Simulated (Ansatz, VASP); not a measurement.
# One calculation of SnO, two programs

```xyz
4
Lattice="3.7640 0.0000 0.0000 0.0000 3.7640 0.0000 0.0000 0.0000 4.8360" Properties=species:S:1:pos:R:3 pbc="T T T"
Sn    0.0000    1.8820    1.1534
Sn    1.8820    0.0000    3.6826
O     0.0000    0.0000    0.0000
O     1.8820    1.8820    0.0000
```

Change from the starting cell: equal xx and yy strain of -1 %.

Alike in both runs: task single point; functional LDA; k mesh 6 × 6 × 5; occupations fermi-dirac, width 0.02 eV; no spin polarisation.

|  | VASP | Ansatz |
| --- | --- | --- |
| version | VASP 6.6.1 | Ansatz 0.2.0 |
| potentials or method | VASP PAW LDA potentials, release 64 (Sn_d, O), cutoff 520 eV | all-electron LAPW, scalar-relativistic |

Ansatz gave:

```
pressure (GPa)                                                : -0.8
traceless stress, the component that is largest in VASP (GPa) : -0.67
rms of the force components (eV/Å)                            : 0.004
```

Task: What did VASP give for the same quantities?

Result: Pressure (GPa): -0.5; traceless stress, the component that is largest in VASP (GPa): -0.65; rms of the force components (eV/Å): 0.045.

LDA's correlation is that of Perdew and Zunger in VASP and of Perdew and Wang (1992) in Ansatz. Atom by atom the forces differ by 0.049 eV/Å (rms over components). Ansatz ran all-electron here, and VASP with PAW potentials.
